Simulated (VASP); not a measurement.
# AlN (Imm2) in VASP: notebook, part 2 of 2

VASP 6.6.1. Earlier steps stand in the parts before.

### 3 Single point, r2SCAN (atoms displaced along a vibrational mode)

POSCAR

```
AlN
1.0
    0.0000000000      2.1839935596      2.1839935596
    2.1839935596      0.0000000000      2.1839935596
    2.1839935596      2.1839935596      0.0000000000
Al N
1 1
Direct
   -0.0311979730     -0.0311979730      0.0311979730
    0.8100963311      0.8100963311      0.6899036689
```

INCAR.step1

```
SYSTEM = AlN
PREC = Accurate
ENCUT = 520
ISMEAR = 0
SIGMA = 0.05
LREAL = .False.
LASPH = .True.
NELM = 80
NBANDS = 11
GGA = PE
ALGO = Normal
EDIFF = 1E-4
LWAVE = .True.
LCHARG = .False.
```

INCAR.step2

```
SYSTEM = AlN
PREC = Accurate
ENCUT = 520
EDIFF = 1E-7
ISMEAR = 0
SIGMA = 0.05
LREAL = .False.
LASPH = .True.
NELM = 80
ALGO = Normal
ISIF = 2
LWAVE = .False.
LCHARG = .True.
METAGGA = R2SCAN
LMIXTAU = .True.
LELF = .True.
LVHAR = .True.
NBANDS = 11
ISTART = 1
```

KPOINTS

```
Automatic mesh
0
Gamma
  10 10 10
  0 0 0
```

Potentials or basis: VASP PAW PBE potentials, release 64 (Al, N).

On the command line:

```bash
$ cat potpaw_PBE.64/Al/POTCAR potpaw_PBE.64/N/POTCAR > POTCAR
$ cp INCAR.step1 INCAR
$ mpirun -np 1 vasp_std > vasp.out
$ cp INCAR.step2 INCAR
$ mpirun -np 1 vasp_std > vasp.out
```

OUTCAR:

```text
SYSTEM = AlN
   PREC = Accurate
   ENCUT = 520
   EDIFF = 1E-7
   ISMEAR = 0
   LREAL = .False.
   LASPH = .True.
   NELM = 80
   ISIF = 2
   METAGGA = R2SCAN
   ISTART = 1

 ion  position               nearest neighbor table
   1  0.969  0.969  0.031-   2 1.69   2 1.69   2 2.15   2 2.15
   2  0.810  0.810  0.690-   1 1.69   1 1.69   1 2.15   1 2.15

  LATTYP: Found a face centered cubic cell.
 ALAT       =     4.3679871192

  Lattice vectors:

 A1 = (   0.0000000000,   2.1839935596,   2.1839935596)
 A2 = (   2.1839935596,   0.0000000000,   2.1839935596)
 A3 = (   2.1839935596,   2.1839935596,   0.0000000000)

Analysis of symmetry for initial positions (statically):
=====================================================================
 Subroutine PRICEL returns:
 Original cell was already a primitive cell.

 Routine SETGRP: Setting up the symmetry group for a
 face centered cubic supercell.

 Subroutine GETGRP returns: Found  4 space group operations
 (whereof  4 operations were pure point group operations)
 out of a pool of 48 trial point group operations.

The static configuration has the point symmetry C_2v.

Analysis of symmetry for dynamics (positions and initial velocities):
[... 166 lines left out ...]
 k-point     1 :       0.0000    0.0000    0.0000
  band No.  band energies     occupation
      1     -10.1018      2.00000
      2       4.5843      2.00000
      3       5.8253      2.00000
      4       6.5088      2.00000
      5      10.2076      0.00000
      6      19.0839      0.00000
      7      19.2135      0.00000
      8      19.4879      0.00000
      9      24.0172      0.00000
     10      24.0631      0.00000
     11      24.5356      0.00000
[... 309 lines left out ...]
 k-point    24 :       0.1000    0.0000    0.4000
  band No.  band energies     occupation
      1      -8.4155      2.00000
      2       0.4426      2.00000
      3       4.9429      2.00000
      4       5.6465      2.00000
      5      13.1379      0.00000
      6      15.7263      0.00000
      7      17.5965      0.00000
      8      19.4529      0.00000
      9      22.7318      0.00000
     10      25.6243      0.00000
     11      26.6193      0.00000

 [... further k-points ...]
[... 5 lines left out ...]
  --------------------------------------------------------------------------------------
  -------------------------------------------------------------------------------------
  Total        3.8227068      3.8227068     -0.2577139      4.3027932      0.0000000      0.0000000
  in kB      293.9662792    293.9662792    -19.8182078    330.8849362      0.0000000      0.0000000
  external PRESSURE =     189.3714502 kB  Pullay stress =       0.0000000 kB

 VOLUME and BASIS-vectors are now :
 -----------------------------------------------------------------------------
  energy-cutoff  :      520.00
  volume of cell :       20.83
      direct lattice vectors                 reciprocal lattice vectors
     0.000000000  2.183993560  2.183993560    -0.228938404  0.228938404  0.228938404
     2.183993560  0.000000000  2.183993560     0.228938404 -0.228938404  0.228938404
     2.183993560  2.183993560  0.000000000     0.228938404  0.228938404 -0.228938404

 POSITION                                       TOTAL-FORCE (eV/Angst)
 -----------------------------------------------------------------------------------
      2.18399      2.18399      4.23171         0.000000      0.000000      5.107572
      3.27599      3.27599      3.53849         0.000000      0.000000     -5.107572
 -----------------------------------------------------------------------------------
    total drift:                               -0.000000     -0.000000      0.000042

  FREE ENERGIE OF THE ION-ELECTRON SYSTEM (eV)
  ---------------------------------------------------
  free  energy   TOTEN  =       -18.0681585023 eV

  energy  without entropy=      -18.0681585023  energy(sigma->0) =      -18.06815850
```

OUTCAR.step1:

```text
SYSTEM = AlN
   PREC = Accurate
   ENCUT = 520
   ISMEAR = 0
   LREAL = .False.
   LASPH = .True.
[... 557 lines left out ...]
      2.18399      2.18399      4.23171         0.000000      0.000000      4.929612
      3.27599      3.27599      3.53849         0.000000      0.000000     -4.929612
 -----------------------------------------------------------------------------------
    total drift:                               -0.000000     -0.000000      0.011877

  FREE ENERGIE OF THE ION-ELECTRON SYSTEM (eV)
  ---------------------------------------------------
  free  energy   TOTEN  =       -13.7645351419 eV

  energy  without entropy=      -13.7645351419  energy(sigma->0) =      -13.76453514
```

It took 2.3 min on 1 thread of Intel Xeon 8259CL, shared host; peak memory 0.17 GiB.

What came out:

```yaml
Free_energy: -18.0682 eV
Pressure: 18.9 GPa
Largest_force: 5.108 eV/Å
Band_gap_on_the_k_mesh: 3.00 eV (least direct gap 3.70 eV)
```

Forces on the atoms (eV/Å):
```
Al   0.000  0.000  5.108
N    0.000  0.000 -5.108
```

Stress tensor (GPa, compression positive):
```
29.40 33.09  0.00
33.09 29.40  0.00
 0.00  0.00 -1.98
```

Levels at points of the mesh, in eV from the valence-band top:
```tsv
k point	band 1	band 2	band 3	band 4	band 5	band 6	band 7	band 8
(0.00, 0.00, 0.00)	-16.61	-1.92	-0.68	0.00	3.70	12.58	12.70	12.98
(0.50, 0.00, 0.00)	-14.68	-6.42	-2.35	-0.88	7.08	9.84	11.25	11.33
(0.00, 0.00, 0.50)	-14.57	-6.99	-1.41	-0.64	6.75	9.23	10.80	12.12
(0.50, 0.50, 0.00)	-14.02	-5.74	-3.48	-2.09	3.29	8.81	13.59	15.99
(0.00, 0.50, 0.50)	-14.00	-5.89	-2.53	-2.38	3.00	7.80	13.36	16.41
```

Caveat: the cell differs from its parent crystal (atoms displaced along a vibrational mode); the cell stands under pressure; the PAW data sets were made with another functional, which shifts forces and pressure a little.
